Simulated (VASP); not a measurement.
# LiCl (P1) in VASP: a series of runs, part 2 of 2

VASP 6.6.1. Earlier steps stand in the parts before.

## Step 3: Single point, PBE

INCAR

```
SYSTEM = LiCl
PREC = Accurate
ENCUT = 520
EDIFF = 1E-6
ISMEAR = -1
SIGMA = 0.16
LREAL = Auto
LASPH = .TRUE.
NELM = 60
ALGO = Normal
ISIF = 2
LWAVE = .FALSE.
LCHARG = .FALSE.
GGA = PE
NBANDS = 54
```

KPOINTS

```
regular mesh
0
G
  2 2 2
  0 0 0
```

POSCAR

```
LiCl
1.0
    0.0000000000      5.3267100000      5.3267100000
    5.3267100000      0.0000000000      5.3267100000
    5.3267100000      5.3267100000      0.0000000000
Li Cl
8 8
Direct
    0.0043366356      0.0569019151     -0.0139110258
    0.0268364525     -0.0215986979      0.5872761986
    0.1171079334      0.3746214831      0.0838040742
    0.1027088015      0.5212973862      0.5102962241
    0.4844829172     -0.0648618002      0.0351248707
    0.5755334907      0.0067020731      0.4955779459
    0.5609560122      0.4673898147     -0.0270805056
    0.6524477586      0.5668414462      0.3797841444
    0.3394402924      0.2139970075      0.2476200131
    0.3067653392      0.2185683095      0.7815987730
    0.3702660742      0.6546254630      0.2959800702
    0.3172126885      0.7580851971      0.7385797237
    0.8000998740      0.2866497331      0.1910372444
    0.8237636365      0.3658074121      0.6394847852
    0.9218635893      0.7532229087      0.1535281628
    0.8063795476      0.7598029553      0.7552410400
```

Potentials or basis: VASP PAW PBE potentials, release 64 (Li_sv, Cl).

Started as:

```
> cat potpaw_PBE.64/Li_sv/POTCAR potpaw_PBE.64/Cl/POTCAR > POTCAR
> mpirun -np 1 vasp_std > vasp.out
```

OUTCAR:

```text
SYSTEM = LiCl
   PREC = Accurate
   ENCUT = 520
   EDIFF = 1E-6
   ISMEAR = -1
   LREAL = Auto
   LASPH = .TRUE.
   NELM = 60
   ISIF = 2
   GGA = PE

 ion  position               nearest neighbor table
   1  0.004  0.057  0.986-  15 2.23  13 2.32  10 2.54
   2  0.027  0.978  0.587-  16 2.37  12 2.41
   3  0.117  0.375  0.084-   9 2.08  13 2.43  10 2.52
   4  0.103  0.521  0.510-  11 2.20  14 2.45  10 2.59  16 2.61
   5  0.484  0.935  0.035-  11 2.25  10 2.37  16 2.56
   6  0.576  0.007  0.496-   9 2.59  16 2.62
   7  0.561  0.467  0.973-  13 2.46  14 2.50   9 2.55  12 2.58
   8  0.652  0.567  0.380-  11 2.21  14 2.32  15 2.45  13 2.60
   9  0.339  0.214  0.248-   3 2.08   7 2.55   6 2.59
  10  0.307  0.219  0.782-   5 2.37   3 2.52   1 2.54   4 2.59
  11  0.370  0.655  0.296-   4 2.20   8 2.21   5 2.25
  12  0.317  0.758  0.739-   2 2.41   7 2.58
  13  0.800  0.287  0.191-   1 2.32   3 2.43   7 2.46   8 2.60
  14  0.824  0.366  0.639-   8 2.32   4 2.45   7 2.50
  15  0.922  0.753  0.154-   1 2.23   8 2.45
  16  0.806  0.760  0.755-   2 2.37   5 2.56   4 2.61   6 2.62

[... 197 lines left out ...]
 fundamental gap:      4.8321223916
 Fermi energy:         3.0316178869

 k-point     1 :       0.0000    0.0000    0.0000
  band No.  band energies     occupation
      1     -44.1795      2.00000
      2     -44.0906      2.00000
      3     -43.9683      2.00000
      4     -43.8453      2.00000
      5     -43.7144      2.00000
      6     -43.6906      2.00000
[... 429 lines left out ...]
     51       8.7105      0.00000
     52       8.7521      0.00000
 [bands above 52 left out]

------------------------ aborting loop because EDIFF is reached ----------------------------------------

  FORCE on cell =-STRESS in cart. coord.  units (eV):
  Direction    XX          YY          ZZ          XY          YZ          ZX
  --------------------------------------------------------------------------------------
  -------------------------------------------------------------------------------------
  Total        0.6456936      2.7121107      1.4015112     -0.9775562      0.2832619     -1.0830565
  in kB        3.4223930     14.3750986      7.4284807     -5.1813766      1.5013836     -5.7405635
  external PRESSURE =       8.4086574 kB  Pullay stress =       0.0000000 kB

 VOLUME and BASIS-vectors are now :
 -----------------------------------------------------------------------------
  energy-cutoff  :      520.00
  volume of cell :      302.28
      direct lattice vectors                 reciprocal lattice vectors
     0.000000000  5.326710000  5.326710000    -0.093866571  0.093866571  0.093866571
     5.326710000  0.000000000  5.326710000     0.093866571 -0.093866571  0.093866571
     5.326710000  5.326710000  0.000000000     0.093866571  0.093866571 -0.093866571

 POSITION                                       TOTAL-FORCE (eV/Angst)
 -----------------------------------------------------------------------------------
      5.55571      5.27571      0.32620        -0.301304     -0.054825      0.457367
      8.33991      3.27120      5.35461         0.092810      0.238468      0.064426
      2.44190      1.07020      2.61930         0.036265     -1.303936      0.206914
      5.49500      3.26530      3.32390         0.167002     -0.117261     -0.624009
      5.16831      2.76780      7.56191        -0.126224     -0.131826      0.482014
      2.67550      5.70550      3.10140         0.128871      0.096117     -0.239791
[... 8 lines left out ...]
      4.83000      5.72830      8.92270         0.649797     -0.108931     -0.957012
      8.07020      8.31830      8.34260         0.018062     -0.495514      0.376368
 -----------------------------------------------------------------------------------
    total drift:                                0.001190     -0.000383     -0.001324

  FREE ENERGIE OF THE ION-ELECTRON SYSTEM (eV)
  ---------------------------------------------------
  free  energy   TOTEN  =       -57.0613482404 eV

  energy  without entropy=      -57.0613473774  energy(sigma->0) =      -57.06134781
```

OSZICAR:

```text
N       E                     dE             d eps       ncg     rms          rms(c)
DAV:   1     0.690279493184E+03    0.69028E+03   -0.33023E+04   864   0.144E+03
DAV:   2     0.357352704113E+02   -0.65454E+03   -0.61274E+03  1104   0.340E+02
DAV:   3    -0.487221197203E+02   -0.84457E+02   -0.84025E+02  1168   0.113E+02
DAV:   4    -0.568177356093E+02   -0.80956E+01   -0.80404E+01  1600   0.355E+01
DAV:   5    -0.580751487093E+02   -0.12574E+01   -0.12569E+01  1336   0.869E+00    0.714E+00
DAV:   6    -0.570181787344E+02    0.10570E+01   -0.22619E+00  1080   0.511E+00    0.526E+00
DAV:   7    -0.569905739983E+02    0.27605E-01   -0.91726E-01  1288   0.287E+00    0.301E+00
DAV:   8    -0.570553635566E+02   -0.64790E-01   -0.20570E-01  1272   0.158E+00    0.555E-01
DAV:   9    -0.570581086705E+02   -0.27451E-02   -0.28535E-02  1184   0.515E-01    0.233E-01
DAV:  10    -0.570608620411E+02   -0.27534E-02   -0.51201E-03  1128   0.260E-01    0.734E-02
DAV:  11    -0.570613160776E+02   -0.45404E-03   -0.72036E-04  1176   0.110E-01    0.383E-02
DAV:  12    -0.570613393588E+02   -0.23281E-04   -0.10302E-04  1232   0.383E-02    0.239E-02
DAV:  13    -0.570613451770E+02   -0.58181E-05   -0.34253E-05   984   0.190E-02    0.735E-03
DAV:  14    -0.570613473881E+02   -0.22111E-05   -0.24622E-06   888   0.632E-03    0.301E-03
DAV:  15    -0.570613482404E+02   -0.85236E-06   -0.11561E-06   712   0.492E-03
   1 F= -.57061348E+02 E0= -.57061348E+02  d E =-.863067E-06
```

stdout:

```text
POSCAR found type information on POSCAR LiCl
 POSCAR found :  2 types and      16 ions
 scaLAPACK will be used
 LDA part: xc-table for (Slater+PW92), standard interpolation
 POSCAR, INCAR and KPOINTS ok, starting setup
 FFT: planning ... GRIDC
 FFT: planning ... GRID_SOFT
 FFT: planning ... GRID
 WAVECAR not read
 entering main loop
```

Run time: 3.4 min. Hardware: 1 thread of Oxide Virtual Turin-like, shared host; peak memory 0.38 GiB.

What came out:

| Property | Result |
| --- | --- |
| Free energy | -57.0613 eV |
| Largest force | 1.321 eV/Å |
| Band gap on the k mesh | 4.83 eV |

Forces in eV/Å, atoms in the order of the input:
```
Li  -0.301 -0.055  0.457
Li   0.093  0.238  0.064
Li   0.036 -1.304  0.207
Li   0.167 -0.117 -0.624
Li  -0.126 -0.132  0.482
Li   0.129  0.096 -0.240
Li   0.105 -0.262  0.141
Li   0.145  0.478  0.062
Cl  -0.366  0.997  0.117
Cl   0.015  0.015 -0.175
Cl   0.400 -0.815  0.334
Cl  -0.325 -0.011  0.638
Cl  -0.283  0.751 -0.265
Cl  -0.357  0.725 -0.618
Cl   0.650 -0.109 -0.957
Cl   0.018 -0.496  0.376
```

Caveat: the k points lie up to 0.51 Å⁻¹ apart; the cutoff is under 1.25 times the usual one of these potentials, so pressure, stress and relaxed cells hold a basis-set (Pulay) error; the atoms stand as in a frame of molecular dynamics; forces of over 1 eV/Å act on the atoms, so gaps and moduli don't describe the material at rest.

## Step 4: Single point, PBE

INCAR

```
  ALGO = Normal
  EDIFF = 1E-6
  ENCUT = 520
  GGA = PE
  ISIF = 2
  ISMEAR = -1
  LASPH = T
  LCHARG = T
  LELF = T
  LREAL = Auto
  LVHAR = T
  LWAVE = F
  NBANDS = 54
  NELM = 100
  PREC = Accurate
  SIGMA = 0.16
```

KPOINTS

```
k-points
0
Gamma
  2 2 2
```

POSCAR

```
LiCl
1.0
    0.0000000000      5.3267100000      5.3267100000
    5.3267100000      0.0000000000      5.3267100000
    5.3267100000      5.3267100000      0.0000000000
Li Cl
8 8
Direct
    0.0152627044      0.0812884501     -0.0714700068
   -0.0034355165      0.0403438520      0.5592945739
    0.0811194903      0.5311909227     -0.1136911902
    0.1433999598      0.5102117442      0.4006506831
    0.4784754567      0.0427092896      0.0154504375
    0.6057397531      0.0718266998      0.3643712536
    0.5904395021      0.5729803199     -0.0935849708
    0.5814376979      0.4560695063      0.4425714935
    0.2437620971      0.2110589839      0.3412519172
    0.3225349231      0.2599446938      0.7180698780
    0.3285517702      0.7118652977      0.2491781982
    0.3543181438      0.7036895194      0.7532698420
    0.8805810716      0.1894602860      0.2369943173
    0.7858039953      0.2910896219      0.7329007962
    0.8216422520      0.7623373527      0.2301138977
    0.8625493034      0.7374063916      0.7056419441
```

Started as:

```
> cat potpaw_PBE.64/Li_sv/POTCAR potpaw_PBE.64/Cl/POTCAR > POTCAR
> mpirun -np 1 vasp_std > vasp.out
```

Wall time 3.6 min (1 thread of Oxide Virtual Turin-like, shared host); peak memory 0.38 GiB.

It converged, with:

```yaml
Free_energy: -56.9310 eV
Largest_force: 1.611 eV/Å
Band_gap_on_the_k_mesh: 4.93 eV
```

Forces in eV/Å, atoms in the order of the input:
```
Li  -0.245  0.535 -0.152
Li  -0.489  0.044 -0.298
Li   0.234  0.837  0.266
Li   0.562 -0.478 -0.871
Li   0.020  0.216 -0.108
Li  -0.227  0.139 -0.796
Li   0.137  0.260  0.146
Li   0.388  0.085  0.364
Cl  -1.240  0.146  0.863
Cl  -0.127  0.457 -0.253
Cl  -0.431  0.223  1.536
Cl   0.450 -1.028 -0.423
Cl   0.528 -0.597  0.333
Cl   0.083  0.203 -0.573
Cl  -0.085 -0.452  0.081
Cl   0.442 -0.589 -0.113
```

Levels at points of the mesh, in eV from the valence-band top:
| k point | band 38 | band 39 | band 40 | band 41 | band 42 | band 43 |
| --- | --- | --- | --- | --- | --- | --- |
| (0.00, 0.00, 0.00) | -0.34 | -0.24 | 0.00 | 4.93 | 5.84 | 5.98 |
| (0.50, 0.00, 0.00) | -0.40 | -0.28 | -0.24 | 5.88 | 6.18 | 6.67 |
| (0.00, 0.50, 0.00) | -0.47 | -0.36 | -0.03 | 5.71 | 6.30 | 6.61 |
| (0.00, 0.00, 0.50) | -0.52 | -0.39 | -0.28 | 5.87 | 6.19 | 6.71 |
| (0.50, 0.50, 0.50) | -0.61 | -0.27 | -0.08 | 5.70 | 5.88 | 6.55 |
| (0.50, 0.50, 0.00) | -0.42 | -0.40 | -0.29 | 6.21 | 6.65 | 6.82 |
| (0.00, 0.50, 0.50) | -0.51 | -0.44 | -0.29 | 6.19 | 6.71 | 6.90 |
| (0.50, 0.00, 0.50) | -0.58 | -0.39 | -0.09 | 6.23 | 6.48 | 6.81 |

Caveat: the k points lie up to 0.51 Å⁻¹ apart; the cutoff is under 1.25 times the usual one of these potentials, so pressure, stress and relaxed cells hold a basis-set (Pulay) error; the atoms stand as in a frame of molecular dynamics; forces of over 1 eV/Å act on the atoms, so gaps and moduli don't describe the material at rest.

## Step 5: Single point, PBE

INCAR

```
PREC = Accurate
ENCUT = 520
EDIFF = 1E-6
ISMEAR = -1
SIGMA = 0.16
LREAL = Auto
LASPH = T
NELM = 60
ALGO = Normal
ISIF = 2
LWAVE = F
LCHARG = F
GGA = PE
NBANDS = 54
```

KPOINTS

```
Automatic mesh
0
Gamma
  2 2 2
```

POSCAR

```
LiCl
1.0
    0.0000000000      5.3267100000      5.3267100000
    5.3267100000      0.0000000000      5.3267100000
    5.3267100000      5.3267100000      0.0000000000
Li Cl
8 8
Direct
    0.0243489884     -0.0161450501      0.0662322522
    0.0944016100     -0.0378751612      0.4981592766
    0.0989635253      0.4252624979     -0.0115174282
    0.0459852329      0.4427967732      0.4943482938
    0.5438722964      0.0741639774     -0.0425684897
    0.5832399361     -0.0819924494      0.5264882075
    0.6975694190      0.4770017516     -0.0346836978
    0.5722575473      0.6163936088      0.3677973834
    0.2850258415      0.2672099664      0.2726354542
    0.3674031438      0.1363599670      0.7859354085
    0.3371781081      0.7351160472      0.1873858348
    0.3169310888      0.6990055776      0.6860519908
    0.8288324313      0.2841059491      0.2429172979
    0.8093175713      0.2529328610      0.7975279300
    0.7893333784      0.8060604013      0.2171227643
    0.8643046083      0.7512141641      0.7039805058
```

Started as:

```
> cat potpaw_PBE.64/Li_sv/POTCAR potpaw_PBE.64/Cl/POTCAR > POTCAR
> mpirun -np 1 vasp_std > vasp.out
```

It took 3.4 min on 1 thread of Oxide Virtual Turin-like, shared host; peak memory 0.38 GiB.

The run converged. Its results:

```yaml
Free_energy: -57.0768 eV
Largest_force: 2.052 eV/Å
Band_gap_on_the_k_mesh: 4.88 eV
```

Forces in eV/Å, atoms in the order of the input:
```
Li  -0.170  0.074  0.607
Li  -0.035 -0.267  0.212
Li  -0.154  0.120  0.648
Li   0.660  0.066  0.227
Li   0.314  1.304  0.327
Li   0.458 -0.040 -0.147
Li   0.687 -0.498 -0.097
Li  -0.104 -0.050 -0.738
Cl  -1.014 -0.066 -0.248
Cl   0.075 -2.051  0.040
Cl   0.169  0.391 -0.394
Cl   0.115  0.771  0.473
Cl  -0.013  0.324 -0.284
Cl  -0.611 -0.166  0.165
Cl  -0.073  0.317 -0.159
Cl  -0.301 -0.229 -0.633
```

Levels at points of the mesh, in eV from the valence-band top:
| k point | band 38 | band 39 | band 40 | band 41 | band 42 | band 43 |
| --- | --- | --- | --- | --- | --- | --- |
| (0.00, 0.00, 0.00) | -0.70 | -0.61 | 0.00 | 4.88 | 5.73 | 5.86 |
| (0.50, 0.00, 0.00) | -0.87 | -0.62 | 0.00 | 5.70 | 6.09 | 6.33 |
| (0.00, 0.50, 0.00) | -0.81 | -0.64 | -0.15 | 5.98 | 6.08 | 6.51 |
| (0.00, 0.00, 0.50) | -0.76 | -0.63 | -0.12 | 5.84 | 6.04 | 6.56 |
| (0.50, 0.50, 0.50) | -0.78 | -0.71 | -0.06 | 5.80 | 6.00 | 6.61 |
| (0.50, 0.50, 0.00) | -0.83 | -0.67 | -0.14 | 6.51 | 6.57 | 6.73 |
| (0.00, 0.50, 0.50) | -0.85 | -0.72 | -0.07 | 6.29 | 6.51 | 6.83 |
| (0.50, 0.00, 0.50) | -0.75 | -0.69 | -0.09 | 6.49 | 6.64 | 6.79 |

Caveat: the k points lie up to 0.51 Å⁻¹ apart; the cutoff is under 1.25 times the usual one of these potentials, so pressure, stress and relaxed cells hold a basis-set (Pulay) error; the atoms stand as in a frame of molecular dynamics; forces of over 1 eV/Å act on the atoms, so gaps and moduli don't describe the material at rest.

## Step 6: Summary

| cell | gap on the mesh (eV) | largest force (eV/Å) |
| --- | --- | --- |
| as given, atomic positions A | 4.93 | 1.98 |
| as given, atomic positions B | 4.83 | 1.32 |
| as given, atomic positions C | 4.93 | 1.61 |
| as given, atomic positions D | 4.88 | 2.05 |

Alike in all rows: task single point; level PBE; potentials or basis VASP PAW PBE potentials, release 64 (Li_sv, Cl); no spin polarisation; k mesh 2 × 2 × 2; cutoff (eV) 520; smearing fermi-dirac 0.16 eV.

Caveats: all runs use coarse meshes; the cutoff is under 1.25 times the usual one of these potentials, so pressure, stress and relaxed cells hold a basis-set (Pulay) error; forces of over 1 eV/Å act on the atoms, so gaps and moduli don't describe the material at rest; the atoms stand as in a frame of molecular dynamics (at least some runs).

Absolute energies hang on the potentials; compare differences alone.
